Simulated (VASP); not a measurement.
**Ti2HC: single point with PBEsol+D3(BJ)**

Crystal: Ti2HC.

```
CELL_PARAMETERS angstrom
1.51752 0.87614 4.69404
-1.51752 0.87614 4.69404
0.00000 -1.75228 4.69404
ATOMIC_POSITIONS crystal
Ti 0.75500 0.75500 0.75500
Ti 0.24500 0.24500 0.24500
H 0.00000 0.00000 0.00000
C 0.50000 0.50000 0.50000
```

```yaml
Program: VASP 6.6.1
Task: single point
Functional: PBEsol
Dispersion: D3(BJ)
Potentials_or_basis: VASP PAW PBE potentials, release 64 (Ti_sv, H, C)
Cutoff: 520 eV
k_mesh: 9 × 9 × 9
Occupations: gaussian, width 0.05 eV
Spin: no spin polarisation
```

```
Pressure                   : 0.1 GPa
Largest force              : 0.020 eV/Å
Band gap on the k mesh     : zero (an odd number of electrons rules out a gap without spin polarisation)
Dispersion energy per atom : -0.393 eV
```

Forces on the atoms (eV/Å):
```
Ti   0.000  0.000 -0.020
Ti   0.000  0.000  0.020
H    0.000  0.000  0.000
C    0.000  0.000  0.000
```

Stress tensor (GPa, compression positive):
```
0.15 0.00 0.00
0.00 0.15 0.00
0.00 0.00 0.05
```

Levels at points of the mesh, in eV from the Fermi level:
| k point | band 12 | band 13 | band 14 | band 15 | band 16 | band 17 |
| --- | --- | --- | --- | --- | --- | --- |
| (0.00, 0.00, 0.00) | -2.92 | -2.92 | 0.30 | 0.30 | 1.01 | 1.93 |

It took 3.9 min on 1 thread of Oxide Virtual Turin-like Processor, on a shared host, peak memory 0.24 GiB.

Caveat: the PAW data sets were made with another functional, which shifts forces and pressure a little; an odd number of electrons without spin polarisation forces a metal; a magnetic or distorted state may lie lower.
